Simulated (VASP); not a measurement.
# Sb (Pm-3m) in VASP: relaxation of cell and atoms with PBE

Aim: the relaxation of cell and atoms of Sb with PBE.

Program: VASP 6.6.1. These are calculated values, not measurements. Logs are shortened: lines on timing, memory, paths and dates and some standing lists are left out, and cuts for length are marked.

## 1. The cell of the first run

It takes space group Pm-3m (No. 221, cubic). The conventional cell has a = 2.433 Å, b = 2.433 Å, c = 2.433 Å, α = 90.00°, β = 90.00°, γ = 90.00°. Sb (site symmetry m-3m) has 6 Sb at 2.43 Å within 3.2 Å.

This isn't the form of Sb at room conditions, which is rhombohedral.

## 2. Relaxation of cell and atoms, PBE, target pressure 220 GPa, at which the enthalpy is minimised

Input file INCAR:

```
PREC     = Accurate       # precision mode
ENCUT    = 600            # plane-wave cutoff, eV
EDIFF    = 1E-6           # SCF threshold, eV
ISMEAR   = -1             # smearing method
SIGMA    = 0.1            # smearing width, eV
LREAL    = False          # projectors in reciprocal space
LASPH    = True           # aspherical terms in the spheres
NELM     = 100            # most SCF steps
ALGO     = Normal         # electronic algorithm
ISIF     = 3              # what is computed and relaxed
LWAVE    = False          # write WAVECAR
LCHARG   = False          # write CHGCAR
GGA      = PE             # functional
IBRION   = 2              # ionic algorithm
NSW      = 32             # ionic steps
EDIFFG   = -0.005         # ionic threshold
PSTRESS  = 2200.0
```

Input file KPOINTS:

```
Automatic mesh
0
Gamma
  16 16 16
```

Input file POSCAR:

```
Sb
1.0
    2.4328577278      0.0000000000      0.0000000000
    0.0000000000      2.4328577278      0.0000000000
    0.0000000000      0.0000000000      2.4328577278
Sb
1
Direct
    0.0000000000      0.0000000000      0.0000000000
```

Potentials or basis: VASP PAW PBE potentials, release 64 (Sb).

Run with:

```sh
cat potpaw_PBE.64/Sb/POTCAR > POTCAR
mpirun -np 1 vasp_std > vasp.out
```

OUTCAR:

```text
PREC = Accurate
   ENCUT = 600
   EDIFF = 1E-6
   ISMEAR = -1
   LREAL = False
   LASPH = True
   NELM = 100
   ISIF = 3
   GGA = PE
   IBRION = 2
   NSW = 32
   EDIFFG = -0.005
   PSTRESS = 2200.0

 ion  position               nearest neighbor table
   1  0.000  0.000  0.000-

  LATTYP: Found a simple cubic cell.
 ALAT       =     2.4328577278

  Lattice vectors:

 A1 = (   2.4328577278,   0.0000000000,   0.0000000000)
 A2 = (   0.0000000000,   2.4328577278,   0.0000000000)
 A3 = (   0.0000000000,   0.0000000000,   2.4328577278)

Analysis of symmetry for initial positions (statically):
=====================================================================
 Subroutine PRICEL returns:
 Original cell was already a primitive cell.

 Routine SETGRP: Setting up the symmetry group for a
 simple cubic supercell.

 Subroutine GETGRP returns: Found 48 space group operations
 (whereof 48 operations were pure point group operations)
 out of a pool of 48 trial point group operations.

The static configuration has the point symmetry O_h .

Analysis of symmetry for dynamics (positions and initial velocities):
=====================================================================
 Subroutine PRICEL returns:
 Original cell was already a primitive cell.

 Routine SETGRP: Setting up the symmetry group for a
 simple cubic supercell.

 Subroutine GETGRP returns: Found 48 space group operations
 (whereof 48 operations were pure point group operations)
 out of a pool of 48 trial point group operations.

The dynamic configuration has the point symmetry O_h .

 Subroutine INISYM returns: Found 48 space group operations
 (whereof 48 operations are pure point group operations),
 and found     1 'primitive' translations

----------------------------------------------------------------------------------------

                                     Primitive cell

  volume of cell :      14.3996

  direct lattice vectors                    reciprocal lattice vectors
     2.432857728  0.000000000  0.000000000     0.411039244  0.000000000  0.000000000
     0.000000000  2.432857728  0.000000000     0.000000000  0.411039244  0.000000000
[... 89 lines left out ...]
   ISIF   =      3    stress and relaxation
   ISYM   =      2    0-nonsym 1-usesym 2-fastsym
   POTIM  = 0.5000    time-step for ionic-motion
   TEBEG  =    0.0;   TEEND  =   0.0 temperature during run
   PSTRESS= 2200.0 pullay stress
   NELECT =       5.0000    total number of electrons
   NUPDOWN=      -1.0000    fix difference up-down
   EMIN   =  10.00;   EMAX   =-10.00  energy-range for DOS
   EFERMI =   0.00;   METHOD = LEGACY
   ISMEAR =    -1;   SIGMA  =   0.10  broadening in eV -4-tet -1-fermi 0-gaus
   EFERMI_NEDOS =   21; number of points for ismear=-14 and -15
   IALGO  =     38    algorithm
   IMIX   =      4    mixing-type and parameters
     AMIX     =   0.40;   BMIX     =  1.00
     AMIX_MAG =   1.60;   BMIX_MAG =  1.00
  volume/ion in A,a.u.               =      14.40        97.17
  Fermi-wavevector in a.u.,A,eV,Ry     =   1.150663  2.174438 18.014456  1.324025
  Thomas-Fermi vector in A             =   2.287325
   LORBIT       =      0    0 simple, 1 ext, 2 COOP (PROOUT), +10 PAW based schemes
   GGA     = PE    functional components
   LHFCALC =     F    Hartree Fock is set to
   AEXX    =    0.0000 exact exchange contribution
   IVDW    =     0    specifies the selected vdW correction
   LEPSILON=     F    determine dielectric tensor
   LRPA    =     F    only Hartree local field effects (RPA)
 conjugate gradient relaxation of ions
 non-spin polarized calculation
  energy-cutoff  :      600.00
  volume of cell :       14.40
 maximum number of plane-waves:       500
 NGX is ok and might be reduce to    20
   NGX =  9   NGY =  9   NGZ =  9

--------------------------------------- Ionic step        1  -------------------------------------------

 number of electron       4.9999999 magnetization

 Free energy of the ion-electron system (eV)
  ---------------------------------------------------
  ext. energy  EPLUGINS =         0.00000000
  ---------------------------------------------------
  free energy    TOTEN  =         1.42317577 eV

  energy without entropy =        1.43279795  energy(sigma->0) =        1.42798686

------------------------ aborting loop because EDIFF is reached ----------------------------------------

  FORCE on cell =-STRESS in cart. coord.  units (eV):
  Direction    XX          YY          ZZ          XY          YZ          ZX
  --------------------------------------------------------------------------------------
  -------------------------------------------------------------------------------------
  Total       20.2473077     20.2473077     20.2473077      0.0000000      0.0000000     -0.0000000
  in kB     2252.8264079   2252.8264079   2252.8264079      0.0000000      0.0000000     -0.0000000
  external PRESSURE =      52.8264079 kB  Pullay stress =    2200.0000000 kB
[... 98 lines left out ...]
--------------------------------------- Ionic step        4  -------------------------------------------

 number of electron       4.9999999 magnetization

 Free energy of the ion-electron system (eV)
  ---------------------------------------------------
  ext. energy  EPLUGINS =         0.00000000
  ---------------------------------------------------
  free energy    TOTEN  =         1.29238557 eV

  energy without entropy =        1.30207697  energy(sigma->0) =        1.29723127

 E-fermi :  20.0122     XC(G=0): -13.0426

 val. band max:       19.9473949604   @ k =   0.5000   0.5000   0.2500
 cond. band min:      20.0183572975   @ k =   0.5000   0.3125   0.2500
 fundamental gap:      0.0709623370
 Fermi energy:        20.0122028102

 k-point     1 :       0.0000    0.0000    0.0000
  band No.  band energies     occupation
      1      -0.6108      2.00000
      2      24.8215      0.00000
      3      24.8215      0.00000
      4      24.8215      0.00000
      5      28.2309      0.00000
      6      28.2309      0.00000
[... 199 lines left out ...]
 k-point    24 :       0.5000    0.1250    0.0000
  band No.  band energies     occupation
      1       6.2265      2.00000
      2       7.9938      2.00000
      3      26.6248      0.00000
      4      27.7010      0.00000
      5      30.9807      0.00000
      6      31.3098      0.00000

 [... further k-points ...]

------------------------ aborting loop because EDIFF is reached ----------------------------------------

  FORCE on cell =-STRESS in cart. coord.  units (eV):
  Direction    XX          YY          ZZ          XY          YZ          ZX
  --------------------------------------------------------------------------------------
  -------------------------------------------------------------------------------------
  Total       19.9006602     19.9006602     19.9006602      0.0000000      0.0000000     -0.0000000
  in kB     2199.8744552   2199.8744552   2199.8744552      0.0000000      0.0000000     -0.0000000
  external PRESSURE =      -0.1255448 kB  Pullay stress =    2200.0000000 kB
[... 20 lines left out ...]
  energy  without entropy=        1.3020769669  energy(sigma->0) =        1.29723127

  enthalpy is  TOTEN    =        21.1941815219 eV   P V=       19.9017959507

 reached required accuracy - stopping structural energy minimisation
```

OSZICAR:

```text
N       E                     dE             d eps       ncg     rms          rms(c)
DAV:   1     0.183616464778E+02    0.18362E+02   -0.20312E+03  2070   0.655E+02
DAV:   2     0.151723897196E+01   -0.16844E+02   -0.16156E+02  2796   0.970E+01
DAV:   3     0.126235331368E+01   -0.25489E+00   -0.25376E+00  2532   0.132E+01
[... 22 lines left out ...]
DAV:   5     0.128799505424E+01    0.16008E-04   -0.10441E-05  2310   0.314E-02    0.508E-03
DAV:   6     0.128799557733E+01    0.52309E-06   -0.13503E-07  1386   0.396E-03
   3 F= 0.21194183E+02 E0= 0.21199030E+02  d E =-.152258E-02
       N       E                     dE             d eps       ncg     rms          rms(c)
DAV:   1     0.129238568053E+01    0.43906E-02   -0.62683E-06  2316   0.181E-02    0.328E-03
DAV:   2     0.129238557120E+01   -0.10933E-06   -0.12356E-07  1008   0.351E-03
   4 F= 0.21194182E+02 E0= 0.21199027E+02  d E =-.152390E-02
```

CONTCAR:

```text
Sb
   1.00000000000000
     2.4381479572030069    0.0000000000000000   -0.0000000000000000
     0.0000000000000000    2.4381479572030069    0.0000000000000000
     0.0000000000000000    0.0000000000000000    2.4381479572030069
  Sb
     1
Direct
     0.0000000000000000    0.0000000000000000    0.0000000000000000

  0.00000000E+00  0.00000000E+00  0.00000000E+00
```

It took 27 s on 1 thread of Intel Xeon 8259CL, shared host; peak memory 0.14 GiB.

What came out:

- Free energy: 1.2924 eV
- Relaxed volume: 14.49 Å³/atom
- Relaxed cell: a = 2.438 Å, b = 2.438 Å, c = 2.438 Å, α = 90.00°, β = 90.00°, γ = 90.00°
- Space group after relaxing (to 0.1 Å): Pm-3m (No. 221)
- Energy change on relaxing (the run minimises the enthalpy): -130.8 meV/atom
- Ionic steps: 4
- Pressure after relaxing: 220.0 GPa
- Band gap on the k mesh: zero (an odd number of electrons rules out a gap without spin polarisation)

The path:
| step | energy change (eV) | largest force (eV/Å) | pressure (GPa) | volume (Å³) |
| --- | --- | --- | --- | --- |
| 1 | 0.0000 | 0.0000 | 225.28 | 14.40 |
| 2 | -1.2574 | 0.0000 | 175.10 | 15.41 |
| 3 | -0.1352 | 0.0000 | 219.82 | 14.50 |
| 4 | -0.1308 | 0.0000 | 219.99 | 14.49 |

Final structure:
```cif
data_structure
_symmetry_space_group_name_H-M 'P 1'
_symmetry_Int_Tables_number 1
_cell_length_a 2.4381
_cell_length_b 2.4381
_cell_length_c 2.4381
_cell_angle_alpha 90.000
_cell_angle_beta 90.000
_cell_angle_gamma 90.000
_cell_volume 14.49
loop_
_atom_site_label
_atom_site_type_symbol
_atom_site_fract_x
_atom_site_fract_y
_atom_site_fract_z
_atom_site_occupancy
Sb1 Sb 0.00000 0.00000 0.00000 1
```

Caveat: the cell is relaxed towards a set pressure, so the run minimises the enthalpy, not the energy; spin-orbit coupling is left out, which moves the levels of the heavy elements; an odd number of electrons without spin polarisation forces a metal; a magnetic or distorted state may lie lower.

The gap in the log of VASP goes by the Fermi energy; the results here count the filled bands.